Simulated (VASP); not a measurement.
# AlN (P6_3/mmc) in VASP: settings compared

Aim: see how the results for AlN move with the level of theory and the settings. Levels: PBEsol, HSE06. Tasks: relaxation of cell and atoms, single point.

All numbers are computed with VASP 6.6.1; they aren't measurements. Logs are shortened: lines on timing, memory, paths and dates and some standing lists are left out, and cuts for length are marked.

## (1) The cell of the first run

The structure is hexagonal, space group P6_3/mmc (No. 194). The conventional cell has a = 2.856 Å, b = 2.856 Å, c = 4.883 Å, α = 90.00°, β = 90.00°, γ = 120.00°. Within 2.7 Å of Al (site symmetry -3m) lie 6 N at 2.05 Å and 2 Al at 2.44 Å. N (site symmetry -6m2) has 6 Al at 2.05 Å within 2.7 Å.

## (2) Relaxation of cell and atoms, PBEsol

File INCAR:

```
  PREC = Accurate
  ENCUT = 600
  EDIFF = 1E-6
  ISMEAR = -1
  SIGMA = 0.02
  LREAL = False
  LASPH = True
  NELM = 100
  ALGO = Normal
  ISIF = 3
  LWAVE = False
  LCHARG = False
  GGA = PS
  IBRION = 2
  NSW = 80
  EDIFFG = -0.005
```

File KPOINTS:

```
regular mesh
0
Gamma
  12 12 6
```

File POSCAR:

```
AlN
1.0
    2.8557215705      0.0000000000      0.0000000000
   -1.4278607853      2.4731274262      0.0000000000
    0.0000000000      0.0000000000      4.8831001135
Al N
2 2
Direct
    0.0000000000      0.0000000000      0.0000000000
    0.0000000000      0.0000000000      0.5000000000
    0.3333333333      0.6666666667      0.2500000000
    0.6666666667      0.3333333333      0.7500000000
```

Potentials or basis: VASP PAW PBE potentials, release 64 (Al, N).

Launch:

```bash
> cat potpaw_PBE.64/Al/POTCAR potpaw_PBE.64/N/POTCAR > POTCAR
> mpirun -np 1 vasp_std > vasp.out
```

OUTCAR:

```text
PREC = Accurate
   ENCUT = 600
   EDIFF = 1E-6
   ISMEAR = -1
   LREAL = False
   LASPH = True
   NELM = 100
   ISIF = 3
   GGA = PS
   IBRION = 2
   NSW = 80
   EDIFFG = -0.005

 ion  position               nearest neighbor table
   1  0.000  0.000  0.000-   3 2.05   4 2.05   4 2.05   3 2.05   4 2.05   3 2.05   2 2.44   2 2.44

   2  0.000  0.000  0.500-   3 2.05   4 2.05   4 2.05   3 2.05   4 2.05   3 2.05   1 2.44   1 2.44

   3  0.333  0.667  0.250-   1 2.05   2 2.05   1 2.05   2 2.05   1 2.05   2 2.05
   4  0.667  0.333  0.750-   1 2.05   2 2.05   1 2.05   2 2.05   1 2.05   2 2.05

  LATTYP: Found a hexagonal cell.
 ALAT       =     2.8557215705
 C/A-ratio  =     1.7099356478

  Lattice vectors:

 A1 = (   2.8557215705,   0.0000000000,   0.0000000000)
 A2 = (  -1.4278607853,   2.4731274262,   0.0000000000)
 A3 = (   0.0000000000,   0.0000000000,   4.8831001135)

Analysis of symmetry for initial positions (statically):
=====================================================================
 Subroutine PRICEL returns:
 Original cell was already a primitive cell.

 Routine SETGRP: Setting up the symmetry group for a
 hexagonal supercell.

 Subroutine GETGRP returns: Found 24 space group operations
 (whereof 12 operations were pure point group operations)
 out of a pool of 24 trial point group operations.

The static configuration has the point symmetry D_3d.
 The point group associated with its full space group is D_6h.

Analysis of symmetry for dynamics (positions and initial velocities):
=====================================================================
 Subroutine PRICEL returns:
 Original cell was already a primitive cell.

 Routine SETGRP: Setting up the symmetry group for a
 hexagonal supercell.

 Subroutine GETGRP returns: Found 24 space group operations
 (whereof 12 operations were pure point group operations)
 out of a pool of 24 trial point group operations.

The dynamic configuration has the point symmetry D_3d.
 The point group associated with its full space group is D_6h.

 Subroutine INISYM returns: Found 24 space group operations
 (whereof 12 operations are pure point group operations),
 and found     1 'primitive' translations

----------------------------------------------------------------------------------------

                                     Primitive cell

  volume of cell :      34.4872

  direct lattice vectors                    reciprocal lattice vectors
     2.855721571  0.000000000  0.000000000     0.350174194  0.202173165  0.000000000
    -1.427860785  2.473127426  0.000000000     0.000000000  0.404346331  0.000000000
     0.000000000  0.000000000  4.883100114     0.000000000  0.000000000  0.204787937

  length of vectors
     2.855721571  2.855721571  4.883100114     0.404346331  0.404346331  0.204787937

  position of ions in fractional coordinates (direct lattice)
     0.000000000  0.000000000  0.000000000
     0.000000000  0.000000000  0.500000000
     0.333333333  0.666666667  0.250000000
     0.666666667  0.333333333  0.750000000

  ion indices of the primitive-cell ions
   primitive index   ion index
                 1           1
                 2           2
                 3           3
                 4           4

----------------------------------------------------------------------------------------

 KPOINTS: regular mesh

Automatic generation of k-mesh.
 Grid dimensions read from file:
 generate k-points for:   12   12    6

 Generating k-lattice:

  Cartesian coordinates                     Fractional coordinates (reciprocal lattice)
     0.029181183  0.016847764  0.000000000     0.083333333  0.000000000  0.000000000
     0.000000000  0.033695528  0.000000000     0.000000000  0.083333333  0.000000000
     0.000000000  0.000000000  0.034131323     0.000000000  0.000000000  0.166666667

  Length of vectors
     0.033695528  0.033695528  0.034131323

  Shift w.r.t. Gamma in fractional coordinates (k-lattice)
     0.000000000  0.000000000  0.000000000

 Subroutine IBZKPT returns following result:
 ===========================================

 Found     76 irreducible k-points:

 Following reciprocal coordinates:
            Coordinates               Weight
  0.000000  0.000000  0.000000      1.000000
  0.083333 -0.000000  0.000000      6.000000
  0.166667 -0.000000  0.000000      6.000000
  0.250000  0.000000  0.000000      6.000000
  0.333333  0.000000  0.000000      6.000000
  0.416667 -0.000000  0.000000      6.000000
[... 16 lines left out ...]
  0.250000  0.000000  0.166667     12.000000
  0.333333  0.000000  0.166667     12.000000
 [... further k-points ...]
   k-points           NKPTS =     76   k-points in BZ     NKDIM =     76   number of bands    NBANDS=     12
   number of dos      NEDOS =    301   number of ions     NIONS =      4
   total plane-waves  NPLWV =  23040
   dimension x,y,z NGX =    24 NGY =   24 NGZ =   40
   dimension x,y,z NGXF=    48 NGYF=   48 NGZF=   80
   ions per type =               2   2
   NGX,Y,Z   is equivalent  to a cutoff of  13.97, 13.97, 13.62 a.u.
   NGXF,Y,Z  is equivalent  to a cutoff of  27.94, 27.94, 27.24 a.u.
 SYSTEM =  unknown system
   PREC   = accura    normal or accurate (medium, high low for compatibility)
   ISTART =      0    job   : 0-new  1-cont  2-samecut
   ICHARG =      2    charge: 1-file 2-atom 10-const
   ISPIN  =      1    spin polarized calculation?
   LNONCOLLINEAR =      F non collinear calculations
   LSORBIT =      F    spin-orbit coupling
   LASPH  =      T    aspherical Exc in radial PAW
   ENCUT  =  600.0 eV  44.10 Ry    6.64 a.u.   5.70  5.70  9.75*2*pi/ulx,y,z
   NELM   =    100;   NELMIN=  2; NELMDL= -5     # of ELM steps
   EDIFF  = 0.1E-05   stopping-criterion for ELM
   LREAL  =      F    real-space projection
   EDIFFG = -.5E-02   stopping-criterion for IOM
   NSW    =     80    number of steps for IOM
   IBRION =      2    ionic relax: 0-MD 1-quasi-New 2-CG
   NFREE  =      1    steps in history (QN), initial steepest desc. (CG)
   ISIF   =      3    stress and relaxation
   ISYM   =      2    0-nonsym 1-usesym 2-fastsym
   POTIM  = 0.5000    time-step for ionic-motion
   TEBEG  =    0.0;   TEEND  =   0.0 temperature during run
   PSTRESS=    0.0 pullay stress
   NELECT =      16.0000    total number of electrons
   NUPDOWN=      -1.0000    fix difference up-down
   EMIN   =  10.00;   EMAX   =-10.00  energy-range for DOS
   EFERMI =   0.00;   METHOD = LEGACY
   ISMEAR =    -1;   SIGMA  =   0.02  broadening in eV -4-tet -1-fermi 0-gaus
   EFERMI_NEDOS =   21; number of points for ismear=-14 and -15
   IALGO  =     38    algorithm
   IMIX   =      4    mixing-type and parameters
     AMIX     =   0.40;   BMIX     =  1.00
     AMIX_MAG =   1.60;   BMIX_MAG =  1.00
  volume/ion in A,a.u.               =       8.62        58.18
  Fermi-wavevector in a.u.,A,eV,Ry     =   1.267347  2.394938 21.853244  1.606168
  Thomas-Fermi vector in A             =   2.400500
   LORBIT       =      0    0 simple, 1 ext, 2 COOP (PROOUT), +10 PAW based schemes
   GGA     = PS    functional components
   LHFCALC =     F    Hartree Fock is set to
   AEXX    =    0.0000 exact exchange contribution
   IVDW    =     0    specifies the selected vdW correction
   LEPSILON=     F    determine dielectric tensor
   LRPA    =     F    only Hartree local field effects (RPA)
 conjugate gradient relaxation of ions
 non-spin polarized calculation
  energy-cutoff  :      600.00
  volume of cell :       34.49
 maximum number of plane-waves:      1184
 NGX is ok and might be reduce to    24
   NGX = 11   NGY = 11   NGZ = 19

--------------------------------------- Ionic step        1  -------------------------------------------

 number of electron      15.9999997 magnetization

 Free energy of the ion-electron system (eV)
  ---------------------------------------------------
  ext. energy  EPLUGINS =         0.00000000
  ---------------------------------------------------
  free energy    TOTEN  =       -30.23082848 eV

  energy without entropy =      -30.23082848  energy(sigma->0) =      -30.23082848

 E-fermi :   9.8135     XC(G=0): -12.2337

 val. band max:        9.4115859711   @ k =   0.0000   0.0000   0.0000
 cond. band min:      14.0649662714   @ k =   0.5000   0.0000   0.3333
 fundamental gap:      4.6533803003
 Fermi energy:         9.8135112750

 k-point     1 :       0.0000    0.0000    0.0000
  band No.  band energies     occupation
      1      -7.8806      2.00000
      2      -5.0105      2.00000
      3       0.9040      2.00000
      4       8.5853      2.00000
      5       8.5853      2.00000
      6       8.8565      2.00000
      7       9.4116      2.00000
      8       9.4116      2.00000
      9      14.2335      0.00000
     10      15.5297      0.00000
     11      18.2256      0.00000
     12      21.4763      0.00000
[... 331 lines left out ...]
 k-point    24 :       0.3333    0.0000    0.1667
  band No.  band energies     occupation
      1      -5.9067      2.00000
      2      -4.1678      2.00000
      3       2.7262      2.00000
      4       3.9118      2.00000
      5       4.5090      2.00000
      6       7.3024      2.00000
      7       7.6906      2.00000
      8       8.4969      2.00000
      9      15.2184      0.00000
     10      15.5444      0.00000
     11      17.4829      0.00000
     12      18.4561      0.00000

 [... further k-points ...]
[... 5 lines left out ...]
  --------------------------------------------------------------------------------------
  -------------------------------------------------------------------------------------
  Total       -1.0942856     -1.0942856     -1.0207153      0.0000000      0.0000000      0.0000000
  in kB      -50.8373933    -50.8373933    -47.4195285      0.0000000      0.0000000      0.0000000
  external PRESSURE =     -49.6981050 kB  Pullay stress =       0.0000000 kB
[... 213 lines left out ...]
  energy  without entropy=      -30.2418359755  energy(sigma->0) =      -30.24183598

--------------------------------------- Ionic step        7  -------------------------------------------

 number of electron      15.9999998 magnetization

 Free energy of the ion-electron system (eV)
  ---------------------------------------------------
  ext. energy  EPLUGINS =         0.00000000
  ---------------------------------------------------
  free energy    TOTEN  =       -30.24183785 eV

  energy without entropy =      -30.24183785  energy(sigma->0) =      -30.24183785

 E-fermi :  10.0514     XC(G=0): -12.3286

 val. band max:        9.6801115486   @ k =   0.0000   0.0000   0.0000
 cond. band min:      14.4522340446   @ k =   0.5000   0.0000   0.3333
 fundamental gap:      4.7721224960
 Fermi energy:        10.0514285211

 k-point     1 :       0.0000    0.0000    0.0000
  band No.  band energies     occupation
      1      -7.8025      2.00000
      2      -4.8665      2.00000
      3       1.0235      2.00000
      4       8.8235      2.00000
      5       8.8235      2.00000
      6       9.0917      2.00000
      7       9.6801      2.00000
      8       9.6801      2.00000
      9      14.7708      0.00000
     10      15.9593      0.00000
     11      18.5148      0.00000
     12      21.9980      0.00000
[... 331 lines left out ...]
 k-point    24 :       0.3333    0.0000    0.1667
  band No.  band energies     occupation
      1      -5.7840      2.00000
      2      -3.9968      2.00000
      3       2.8818      2.00000
      4       4.0919      2.00000
      5       4.6923      2.00000
      6       7.5285      2.00000
      7       7.9017      2.00000
      8       8.7304      2.00000
      9      15.6281      0.00000
     10      15.8575      0.00000
     11      17.8728      0.00000
     12      18.8984      0.00000

 [... further k-points ...]
[... 5 lines left out ...]
  --------------------------------------------------------------------------------------
  -------------------------------------------------------------------------------------
  Total       -0.0108463     -0.0108463     -0.0136263      0.0000000     -0.0000000      0.0000000
  in kB       -0.5142046     -0.5142046     -0.6460015      0.0000000     -0.0000000      0.0000000
  external PRESSURE =      -0.5581369 kB  Pullay stress =       0.0000000 kB
[... 19 lines left out ...]
  FREE ENERGIE OF THE ION-ELECTRON SYSTEM (eV)
  ---------------------------------------------------
  free  energy   TOTEN  =       -30.2418378470 eV

  energy  without entropy=      -30.2418378470  energy(sigma->0) =      -30.24183785

 reached required accuracy - stopping structural energy minimisation
```

Run time: 60 s. Hardware: 1 thread of Intel Xeon Platinum 8488C (Sapphire Rapids), shared host; peak memory 0.17 GiB.

Results:

* Free energy: -30.2418 eV
* Relaxed volume: 8.45 Å³/atom
* Relaxed cell: a = 2.835 Å, b = 2.835 Å, c = 4.855 Å, α = 90.00°, β = 90.00°, γ = 120.00°
* Space group after relaxing (to 0.05 Å): P6_3/mmc (No. 194)
* Energy gained by relaxing: 2.8 meV/atom
* Ionic steps: 7
* Pressure after relaxing: -0.1 GPa
* Band gap on the k mesh: 4.77 eV, indirect (least direct gap 5.09 eV)

The path:
```
step  energy change (eV)  largest force (eV/Å)  pressure (GPa)  volume (Å³)
   1              0.0000                0.0000           -4.97        34.49
   2             -0.0017                0.0000            4.89        33.17
   3             -0.0110                0.0000           -0.01        33.79
   4             -0.0110                0.0000            0.10        33.78
   5             -0.0110                0.0000            0.08        33.77
   6             -0.0110                0.0000            0.09        33.78
   7             -0.0110                0.0000           -0.06        33.80
```

Final structure:
```cif
data_structure
_symmetry_space_group_name_H-M 'P 1'
_symmetry_Int_Tables_number 1
_cell_length_a 2.8351
_cell_length_b 2.8351
_cell_length_c 4.8548
_cell_angle_alpha 90.000
_cell_angle_beta 90.000
_cell_angle_gamma 120.000
_cell_volume 33.80
loop_
_atom_site_label
_atom_site_type_symbol
_atom_site_fract_x
_atom_site_fract_y
_atom_site_fract_z
_atom_site_occupancy
Al1 Al 0.00000 0.00000 0.00000 1
Al2 Al 0.00000 0.00000 0.50000 1
N1 N 0.33333 0.66667 0.25000 1
N2 N 0.66667 0.33333 0.75000 1
```

Levels at points of the mesh, in eV from the valence-band top:
| k point | band 4 | band 5 | band 6 | band 7 | band 8 | band 9 | band 10 | band 11 | band 12 |
| --- | --- | --- | --- | --- | --- | --- | --- | --- | --- |
| (0.00, 0.00, 0.00) | -0.86 | -0.86 | -0.59 | 0.00 | 0.00 | 5.09 | 6.28 | 8.83 | 12.32 |
| (0.50, 0.00, 0.00) | -6.25 | -5.09 | -3.11 | -2.57 | -1.11 | 5.23 | 6.24 | 6.52 | 10.70 |
| (0.00, 0.00, 0.50) | -4.95 | -0.44 | -0.44 | -0.44 | -0.44 | 6.56 | 6.56 | 10.28 | 10.28 |
| (0.50, 0.00, 0.50) | -7.82 | -2.71 | -2.71 | -1.92 | -1.92 | 5.50 | 5.50 | 6.98 | 6.98 |

Caveat: the PAW data sets were made with another functional, which shifts forces and pressure a little. A hybrid or GW would open this gap; PBEsol tends to underestimate it.

## (3) Single point, HSE06

This run uses another cell than the first one, of 8.36 Å³/atom, 0.969 times its volume.

File POSCAR:

```
AlN
1.0
    2.8254357198      0.0000000000      0.0000000000
   -1.4127178599      2.4468991101      0.0000000000
    0.0000000000      0.0000000000      4.8352136662
Al N
2 2
Direct
    0.0000000000      0.0000000000      0.0000000000
    0.0000000000      0.0000000000      0.5000000000
    0.3333333333      0.6666666667      0.2500000000
    0.6666666667      0.3333333333      0.7500000000
```

File INCAR.step1:

```
ALGO = Normal
EDIFF = 1E-5
ENCUT = 520
GGA = PE
ISIF = 2
ISMEAR = -1
LASPH = T
LCHARG = F
LREAL = F
LWAVE = T
NBANDS = 16
NELM = 60
PREC = Accurate
SIGMA = 0.02
```

File INCAR.step2:

```
ALGO = Normal
EDIFF = 1E-6
ENCUT = 520
GGA = PE
HFSCREEN = 0.2079
ISIF = 2
ISMEAR = -1
ISTART = 1
LASPH = T
LCHARG = F
LHFCALC = T
LREAL = F
LWAVE = F
NBANDS = 16
NELM = 60
PREC = Accurate
PRECFOCK = Normal
SIGMA = 0.02
```

File KPOINTS:

```
k-points
0
Gamma
  6 6 4
```

Potentials or basis: VASP PAW PBE potentials, release 64 (Al, N).

Launch:

```bash
> cat potpaw_PBE.64/Al/POTCAR potpaw_PBE.64/N/POTCAR > POTCAR
> cp INCAR.step1 INCAR
> mpirun -np 1 vasp_std > vasp.out
> cp INCAR.step2 INCAR
> mpirun -np 1 vasp_std > vasp.out
```

Wall time 10 min (1 thread of Intel Xeon Platinum 8488C (Sapphire Rapids), shared host); peak memory 0.26 GiB.

Results (log left out):

- Free energy: -33.5720 eV
- Pressure: 0.0 GPa
- Band gap on the k mesh: 6.40 eV, indirect (least direct gap 6.76 eV)

Stress tensor (GPa, compression positive):
```
 0.09  0.00  0.00
 0.00  0.09  0.00
 0.00  0.00 -0.14
```

Levels at points of the mesh, in eV from the valence-band top:
```csv
k point,band 4,band 5,band 6,band 7,band 8,band 9,band 10,band 11,band 12,band 13
"(0.00, 0.00, 0.00)",-0.93,-0.93,-0.57,0.00,0.00,6.76,7.87,10.58,14.19,14.19
"(0.50, 0.00, 0.00)",-6.79,-5.47,-3.25,-2.81,-1.20,6.73,7.87,8.14,12.48,12.80
"(0.00, 0.00, 0.50)",-5.30,-0.48,-0.48,-0.48,-0.48,8.25,8.25,12.30,12.30,13.64
"(0.50, 0.00, 0.50)",-8.48,-2.88,-2.88,-2.09,-2.09,7.07,7.07,8.58,8.58,15.09
```

Caveat: the k points lie up to 0.43 Å⁻¹ apart; the PAW data sets were made with another functional, which shifts forces and pressure a little. A k mesh can miss the band edges.
